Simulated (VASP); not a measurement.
# RbCl (Fm-3m) in VASP: notebook, part 2 of 2

VASP 6.6.1. Earlier steps stand in the parts before.

## Step 3: Single point, PBE (strain -0.040 along x and y, -0.040 along z)

INCAR reads:

```
SYSTEM = RbCl
PREC = Accurate
ENCUT = 500
EDIFF = 1E-6
ISMEAR = 0
SIGMA = 0.05
LREAL = .False.
LASPH = .True.
NELM = 120
ALGO = Normal
ISIF = 2
LWAVE = .False.
LCHARG = .False.
GGA = PE
NBANDS = 15
GGA_COMPAT = .False.
```

KPOINTS reads:

```
regular mesh
0
Gamma
  6 6 6
  0 0 0
```

POSCAR reads:

```
RbCl
1.0
    0.0000000000      3.1430400000      3.1430400000
    3.1430400000      0.0000000000      3.1430400000
    3.1430400000      3.1430400000      0.0000000000
Rb Cl
1 1
Direct
    0.0000000000      0.0000000000      0.0000000000
    0.5000000000      0.5000000000      0.5000000000
```

Potentials or basis: VASP PAW PBE potentials, release 64 (Rb_sv, Cl).

On the command line:

```console
$ cat potpaw_PBE.64/Rb_sv/POTCAR potpaw_PBE.64/Cl/POTCAR > POTCAR
$ mpirun -np 1 vasp_std > vasp.out
```

OUTCAR:

```text
SYSTEM = RbCl
   PREC = Accurate
   ENCUT = 500
   EDIFF = 1E-6
   ISMEAR = 0
   LREAL = .False.
   LASPH = .True.
   NELM = 120
   ISIF = 2
   GGA = PE

 ion  position               nearest neighbor table
   1  0.000  0.000  0.000-   2 3.14   2 3.14   2 3.14   2 3.14   2 3.14   2 3.14
   2  0.500  0.500  0.500-   1 3.14   1 3.14   1 3.14   1 3.14   1 3.14   1 3.14

  LATTYP: Found a face centered cubic cell.
 ALAT       =     6.2860800000

  Lattice vectors:

 A1 = (   0.0000000000,   3.1430400000,   3.1430400000)
 A2 = (   3.1430400000,   0.0000000000,   3.1430400000)
 A3 = (   3.1430400000,   3.1430400000,   0.0000000000)

Analysis of symmetry for initial positions (statically):
=====================================================================
 Subroutine PRICEL returns:
 Original cell was already a primitive cell.

 Routine SETGRP: Setting up the symmetry group for a
 face centered cubic supercell.

 Subroutine GETGRP returns: Found 48 space group operations
 (whereof 48 operations were pure point group operations)
 out of a pool of 48 trial point group operations.

The static configuration has the point symmetry O_h .

Analysis of symmetry for dynamics (positions and initial velocities):
=====================================================================
 Subroutine PRICEL returns:
 Original cell was already a primitive cell.

 Routine SETGRP: Setting up the symmetry group for a
 face centered cubic supercell.

 Subroutine GETGRP returns: Found 48 space group operations
 (whereof 48 operations were pure point group operations)
 out of a pool of 48 trial point group operations.

The dynamic configuration has the point symmetry O_h .

 Subroutine INISYM returns: Found 48 space group operations
 (whereof 48 operations are pure point group operations),
 and found     1 'primitive' translations

----------------------------------------------------------------------------------------

                                     Primitive cell

  volume of cell :      62.0983

  direct lattice vectors                    reciprocal lattice vectors
     0.000000000  3.143040000  3.143040000    -0.159081653  0.159081653  0.159081653
[... 110 lines left out ...]
  energy-cutoff  :      500.00
  volume of cell :       62.10
 maximum number of plane-waves:      1591
   NGX = 17   NGY = 17   NGZ = 17

 number of electron      16.0000001 magnetization

 Free energy of the ion-electron system (eV)
  ---------------------------------------------------
  ext. energy  EPLUGINS =         0.00000000
  ---------------------------------------------------
  free energy    TOTEN  =        -6.52518498 eV

  energy without entropy =       -6.52518498  energy(sigma->0) =       -6.52518498

 E-fermi :  -0.9881     XC(G=0):  -7.9244

 val. band max:       -1.2991531487   @ k =   0.0000   0.0000   0.0000
 cond. band min:       4.1720718604   @ k =   0.0000   0.0000   0.0000
 fundamental gap:      5.4712250091
 Fermi energy:        -0.9880915099

 k-point     1 :       0.0000    0.0000    0.0000
  band No.  band energies     occupation
      1     -24.9267      2.00000
      2     -13.4385      2.00000
      3      -8.9715      2.00000
      4      -8.9715      2.00000
      5      -8.9715      2.00000
      6      -1.2992      2.00000
      7      -1.2992      2.00000
      8      -1.2992      2.00000
      9       4.1721      0.00000
     10       6.7459      0.00000
     11       6.7459      0.00000
     12       6.7459      0.00000
     13       7.8245      0.00000
     14       7.8245      0.00000
[... 257 lines left out ...]
      2     -13.4252      2.00000
      3      -9.3358      2.00000
      4      -9.2053      2.00000
      5      -8.9874      2.00000
      6      -1.7634      2.00000
      7      -1.5547      2.00000
      8      -1.4600      2.00000
      9       5.6085      0.00000
     10       7.6460      0.00000
     11       8.2030      0.00000
     12       9.1838      0.00000
     13      10.1047      0.00000
     14      11.1143      0.00000
     15      11.8565      0.00000

------------------------ aborting loop because EDIFF is reached ----------------------------------------

  FORCE on cell =-STRESS in cart. coord.  units (eV):
  Direction    XX          YY          ZZ          XY          YZ          ZX
  --------------------------------------------------------------------------------------
  -------------------------------------------------------------------------------------
  Total        1.6999871      1.6999871      1.6999871      0.0000000      0.0000000     -0.0000000
  in kB       43.8607944     43.8607944     43.8607944      0.0000000      0.0000000     -0.0000000
  external PRESSURE =      43.8607944 kB  Pullay stress =       0.0000000 kB

 VOLUME and BASIS-vectors are now :
 -----------------------------------------------------------------------------
  energy-cutoff  :      500.00
  volume of cell :       62.10
      direct lattice vectors                 reciprocal lattice vectors
     0.000000000  3.143040000  3.143040000    -0.159081653  0.159081653  0.159081653
     3.143040000  0.000000000  3.143040000     0.159081653 -0.159081653  0.159081653
     3.143040000  3.143040000  0.000000000     0.159081653  0.159081653 -0.159081653

 POSITION                                       TOTAL-FORCE (eV/Angst)
 -----------------------------------------------------------------------------------
      0.00000      0.00000      0.00000         0.000000      0.000000      0.000000
      3.14304      3.14304      3.14304        -0.000000     -0.000000     -0.000000
 -----------------------------------------------------------------------------------
    total drift:                                0.000000     -0.000000     -0.000000

  FREE ENERGIE OF THE ION-ELECTRON SYSTEM (eV)
  ---------------------------------------------------
  free  energy   TOTEN  =        -6.5251849847 eV

  energy  without entropy=       -6.5251849847  energy(sigma->0) =       -6.52518498
```

OSZICAR:

```text
N       E                     dE             d eps       ncg     rms          rms(c)
DAV:   1     0.786127866076E+02    0.78613E+02   -0.69257E+03   480   0.915E+02
DAV:   2    -0.192715883522E+01   -0.80540E+02   -0.74373E+02   681   0.173E+02
DAV:   3    -0.672351061105E+01   -0.47964E+01   -0.47700E+01   642   0.424E+01
DAV:   4    -0.685495843355E+01   -0.13145E+00   -0.13144E+00   696   0.673E+00
DAV:   5    -0.685583627952E+01   -0.87785E-03   -0.87783E-03   692   0.531E-01    0.406E+00
DAV:   6    -0.652898730335E+01    0.32685E+00   -0.45079E-01   592   0.358E+00    0.314E+00
DAV:   7    -0.651141878486E+01    0.17569E-01   -0.12205E-01   641   0.197E+00    0.170E+00
DAV:   8    -0.652364535844E+01   -0.12227E-01   -0.14013E-02   557   0.755E-01    0.130E-01
DAV:   9    -0.652462307475E+01   -0.97772E-03   -0.10053E-03   606   0.185E-01    0.979E-02
DAV:  10    -0.652515784359E+01   -0.53477E-03   -0.50340E-04   515   0.137E-01    0.142E-02
DAV:  11    -0.652517804297E+01   -0.20199E-04   -0.19106E-05   615   0.290E-02    0.650E-03
DAV:  12    -0.652518478822E+01   -0.67452E-05   -0.95973E-06   529   0.216E-02    0.148E-03
DAV:  13    -0.652518498467E+01   -0.19646E-06   -0.16246E-07   499   0.260E-03
   1 F= -.65251850E+01 E0= -.65251850E+01  d E =-.608506E-20
```

stdout:

```text
POSCAR found type information on POSCAR RbCl
 POSCAR found :  2 types and       2 ions
 scaLAPACK will be used
 LDA part: xc-table for (Slater+PW92), standard interpolation
 POSCAR, INCAR and KPOINTS ok, starting setup
 FFT: planning ... GRIDC
 FFT: planning ... GRID_SOFT
 FFT: planning ... GRID
 WAVECAR not read
 entering main loop
```

Wall time 14 s (1 thread of AMD EPYC 7R43 (Zen 3), shared host); peak memory 0.14 GiB.

Results:

```
Free energy            : -6.5252 eV
Pressure               : 4.4 GPa
Band gap on the k mesh : 5.47 eV
```

Levels at points of the mesh, in eV from the valence-band top:
| k point | band 5 | band 6 | band 7 | band 8 | band 9 | band 10 | band 11 | band 12 |
| --- | --- | --- | --- | --- | --- | --- | --- | --- |
| (0.00, 0.00, 0.00) | -7.67 | 0.00 | 0.00 | 0.00 | 5.47 | 8.05 | 8.05 | 8.05 |
| (0.50, 0.00, 0.00) | -7.60 | -1.09 | -0.48 | -0.48 | 8.21 | 8.47 | 10.65 | 10.65 |
| (0.50, 0.50, 0.00) | -7.84 | -0.28 | -0.08 | -0.08 | 6.06 | 8.72 | 10.36 | 10.51 |

Caveat: the cell differs from its parent crystal (strain -0.040 along x and y, -0.040 along z); the cell stands under pressure.

## Step 4: Single point, PBE (strain +0.040 along x and y, +0.040 along z)

INCAR reads:

```
PREC = Accurate
ENCUT = 500
EDIFF = 1E-6
ISMEAR = 0
SIGMA = 0.05
LREAL = F
LASPH = T
NELM = 120
ALGO = Normal
ISIF = 2
LWAVE = F
LCHARG = F
GGA = PE
NBANDS = 15
GGA_COMPAT = F
```

KPOINTS reads:

```
regular mesh
0
Gamma
  6 6 6
```

POSCAR reads:

```
RbCl
1.0
    0.0000000000      3.4049600000      3.4049600000
    3.4049600000      0.0000000000      3.4049600000
    3.4049600000      3.4049600000      0.0000000000
Rb Cl
1 1
Direct
    0.0000000000      0.0000000000      0.0000000000
    0.5000000000      0.5000000000      0.5000000000
```

On the command line:

```console
$ cat potpaw_PBE.64/Rb_sv/POTCAR potpaw_PBE.64/Cl/POTCAR > POTCAR
$ mpirun -np 1 vasp_std > vasp.out
```

Run time: 21 s. Hardware: 1 thread of AMD EPYC 7R43 (Zen 3), shared host; peak memory 0.17 GiB.

It converged, with:

```yaml
Free_energy: -6.6688 eV
Pressure: -0.6 GPa
Band_gap_on_the_k_mesh: 4.69 eV
```

Levels at points of the mesh, in eV from the valence-band top:
```csv
k point,band 5,band 6,band 7,band 8,band 9,band 10,band 11,band 12
"(0.00, 0.00, 0.00)",-8.23,0.00,0.00,0.00,4.69,7.91,7.91,7.91
"(0.50, 0.00, 0.00)",-8.22,-0.72,-0.26,-0.26,7.40,7.59,9.77,9.77
"(0.50, 0.50, 0.00)",-8.30,-0.32,-0.11,-0.11,6.25,7.61,9.15,9.82
```

Caveat: the cell differs from its parent crystal (strain +0.040 along x and y, +0.040 along z).

## Step 5: Single point, PBE (strain +0.080 along x and y, +0.080 along z)

INCAR reads:

```
SYSTEM = RbCl
  PREC = Accurate
  ENCUT = 500
  EDIFF = 1E-6
  ISMEAR = 0
  SIGMA = 0.05
  LREAL = .False.
  LASPH = .True.
  NELM = 120
  ALGO = Normal
  ISIF = 2
  LWAVE = .False.
  LCHARG = .True.
  GGA = PE
  LELF = .True.
  LVHAR = .True.
  NBANDS = 15
  GGA_COMPAT = .False.
```

KPOINTS reads:

```
regular mesh
0
Gamma
  6 6 6
  0 0 0
```

POSCAR reads:

```
RbCl
1.0
    0.0000000000      3.5359200000      3.5359200000
    3.5359200000      0.0000000000      3.5359200000
    3.5359200000      3.5359200000      0.0000000000
Rb Cl
1 1
Direct
    0.0000000000      0.0000000000      0.0000000000
    0.5000000000      0.5000000000      0.5000000000
```

On the command line:

```console
$ cat potpaw_PBE.64/Rb_sv/POTCAR potpaw_PBE.64/Cl/POTCAR > POTCAR
$ mpirun -np 1 vasp_std > vasp.out
```

Wall time 30 s (1 thread of AMD EPYC 7R43 (Zen 3), shared host); peak memory 0.17 GiB.

It converged, with:

| Quantity | Value |
| --- | --- |
| Free energy | -6.6026 eV |
| Pressure | -1.6 GPa |
| Band gap on the k mesh | 4.38 eV |

Levels at points of the mesh, in eV from the valence-band top:
```tsv
k point	band 4	band 5	band 6	band 7	band 8	band 9	band 10	band 11	band 12	band 13
(0.00, 0.00, 0.00)	-8.54	-8.54	0.00	0.00	0.00	4.38	7.77	7.77	7.77	8.62
(0.50, 0.00, 0.00)	-8.54	-8.54	-0.59	-0.19	-0.19	7.01	7.15	9.35	9.35	10.47
(0.50, 0.50, 0.00)	-8.58	-8.58	-0.30	-0.10	-0.10	6.25	7.13	8.55	9.41	9.52
```

Caveat: the cell differs from its parent crystal (strain +0.080 along x and y, +0.080 along z).

## Step 6: Overview

| cell | gap on the mesh (eV) | pressure (GPa) |
| --- | --- | --- |
| a = 4.260 Å, angles 60.0°, 2 atoms | 5.83 | 10.1 |
| a = 4.445 Å, angles 60.0°, 2 atoms | 5.47 | 4.4 |
| a = 4.815 Å, angles 60.0°, 2 atoms | 4.69 | -0.6 |
| a = 5.001 Å, angles 60.0°, 2 atoms | 4.38 | -1.6 |

Alike in all rows: task single point; level PBE; potentials or basis VASP PAW PBE potentials, release 64 (Rb_sv, Cl); no spin polarisation; k mesh 6 × 6 × 6; cutoff (eV) 500; smearing gaussian 0.05 eV.

Caveats: the cell stands under pressure (at least some runs).

Total energies depend on the potentials used, so only differences within one code and one set of settings carry meaning.
